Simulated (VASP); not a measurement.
CsRbMg6: single point with PBE

CsRbMg6:

```
Cs Rb Mg
1.0
     7.53992    0.00000    0.00000
     0.00000    5.04274    0.00000
    -3.60319    0.00000    7.90746
Cs Rb Mg
1 1 6
Direct
  0.81205 0.00328 0.13390
  0.32669 0.99531 0.14625
  0.62193 0.49077 0.75068
  0.12226 0.50601 0.75569
  0.73438 0.49854 0.45416
  0.22474 0.51296 0.45072
  0.83187 0.00189 0.66456
  0.32422 0.98993 0.64964
```

This cell differs from its parent crystal: atoms moved at random.

* Program: VASP 6.6.1
* Task: single point
* Functional: PBE
* Potentials or basis: VASP PAW PBE potentials, release 64 (Cs_sv, Rb_sv, Mg)
* Cutoff: 520 eV
* k mesh: 4 × 5 × 4
* Occupations: fermi-dirac, width 0.05 eV
* Spin: no spin polarisation

| Property | Result |
| --- | --- |
| Pressure | 0.1 GPa |
| Largest force | 0.393 eV/Å |
| Band gap on the k mesh | zero (band 15 reaches 1.93 eV, above the bottom of band 16 at 0.91 eV) |

Forces on the atoms (eV/Å):
```
Cs   0.100 -0.012  0.029
Rb  -0.045  0.035  0.014
Mg  -0.041  0.063 -0.027
Mg   0.049 -0.087  0.145
Mg  -0.061  0.038 -0.217
Mg  -0.001 -0.284 -0.270
Mg   0.015 -0.058  0.080
Mg  -0.018  0.306  0.245
```

Stress tensor (GPa, compression positive):
```
-1.26  0.00 -0.06
 0.00  0.70  0.12
-0.06  0.12  0.77
```

Levels at points of the mesh, in eV from the Fermi level:
```tsv
k point	band 11	band 12	band 13	band 14	band 15	band 16	band 17	band 18	band 19	band 20
(0.00, 0.00, 0.00)	-2.46	-2.08	-1.12	-0.32	-0.27	-0.06	0.67	1.64	1.84	2.05
(0.50, 0.00, 0.00)	-2.01	-1.91	0.11	0.25	0.31	0.39	0.47	0.48	1.30	1.41
(0.00, 0.00, 0.50)	-2.96	-2.63	-0.57	-0.18	0.55	0.65	0.88	1.30	1.42	1.64
(0.50, 0.00, 0.50)	-2.05	-1.97	0.18	0.26	0.34	0.43	0.44	0.50	1.32	1.43
```

It took 5 min on 1 thread of Intel(R) Xeon(R) 6975P-C (Granite Rapids) (shared host), peak memory 0.61 GiB.

Caveat: the cell differs from its parent crystal (atoms moved at random); spin-orbit coupling is left out, which moves the levels of the heavy elements.
